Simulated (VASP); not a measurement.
OF2:

```xyz
6
Lattice="-2.3135 3.9518 2.2327 2.3135 -3.9518 2.2327 2.3135 3.9518 -2.2327" Properties=species:S:1:pos:R:3 pbc="T T T"
O     0.0000    0.0000    3.3491
O     0.0000    0.0000    1.1164
F     1.3814    3.0409    2.2327
F     0.9320    0.9109    0.0000
F     1.3814    4.8627    0.0000
F     0.9320   -0.9109    2.2327
```

| Quantity | Value |
| --- | --- |
| Program | VASP 6.6.1 |
| Task | relaxation of cell and atoms |
| Functional | PBEsol |
| Potentials or basis | VASP PAW PBE potentials, release 64 (O, F) |
| Cutoff | 600 eV |
| k mesh | 6 × 6 × 6 |
| Occupations | fermi-dirac, width 0.03 eV |
| Spin | no spin polarisation |

At the start: pressure 17.2 GPa; volume 13.61 Å³/atom.

Question: How do energy, volume and symmetry change on relaxing?

Answer: Over 72 steps the energy falls by 709.7 meV/atom and the volume is 13.89 Å³/atom (+2.1 %); space group Ibam (No. 72, to 0.1 Å) before, Cmmm (No. 65, to 0.1 Å).

The path:
```
step  energy change (eV)  largest force (eV/Å)  pressure (GPa)  volume (Å³)
   1              0.0000                0.6017           17.23        81.65
   3             -1.7143                1.9227           -4.53        96.26
   5             -2.7510                0.6143           -4.90        93.40
   7             -2.8486                0.0375           -0.15        89.90
   9             -2.8490                0.0251            0.01        89.75
  11             -2.8492                0.0130           -0.13        89.69
  13             -2.8492                0.0232           -0.24        89.63
  15             -2.8496                0.0232           -0.27        89.35
  17             -2.8508                0.0245           -0.35        88.21
  19             -2.8515                0.0265           -0.46        86.58
  21             -2.8526                0.0228           -0.20        85.62
  23             -2.8532                0.0454            0.19        84.04
  25             -2.8542                0.0314            0.15        83.87
  27             -2.8550                0.0822            0.08        83.58
  29             -2.8595                0.1386           -0.03        83.16
  31             -2.9003                0.5896           -1.91        81.27
  33             -2.9733                1.1221           -5.12        79.50
  35             -2.9873                1.2899           -6.42        78.78
  37             -3.1310                0.9743           -3.50        77.02
  39             -3.2422                0.6808            1.81        74.43
  41             -3.4691                0.6506            1.08        74.53
  43             -3.7694                0.1411           -5.58        74.48
  45             -3.8523                0.2135           -3.31        74.16
  47             -4.0800                0.2507           -1.28        70.49
  49             -4.1166                0.1705           -0.23        70.75
  51             -4.1848                0.2765            1.96        70.81
  53             -4.2119                0.0994            0.56        71.89
  55             -4.2265                0.0508            0.99        73.32
  57             -4.2385                0.1237            1.28        76.02
  59             -4.2451                0.1396           -0.22        78.32
  61             -4.2502                0.0902           -0.11        79.83
  63             -4.2513                0.0936           -0.03        80.98
  65             -4.2562                0.0485           -0.12        82.33
  67             -4.2574                0.0364           -0.19        83.37
  69             -4.2576                0.0198            0.04        83.35
  71             -4.2578                0.0114           -0.08        83.43
  72             -4.2579                0.0096           -0.01        83.33
```

Final structure:
```xyz
6
Lattice="-2.5970 3.2442 2.4727 2.5970 -3.2442 2.4727 2.5970 3.2442 -2.4727" Properties=species:S:1:pos:R:3 pbc="T T T"
O     0.0000    0.0000    3.7090
O     0.0000    0.0000    1.2363
F     1.3781    3.2434    2.4727
F     1.2189    0.0008    0.0000
F     1.3781    3.2451    0.0000
F     1.2189   -0.0008    2.4727
```

Caveat: the PAW data sets were made with another functional, which shifts forces and pressure a little.
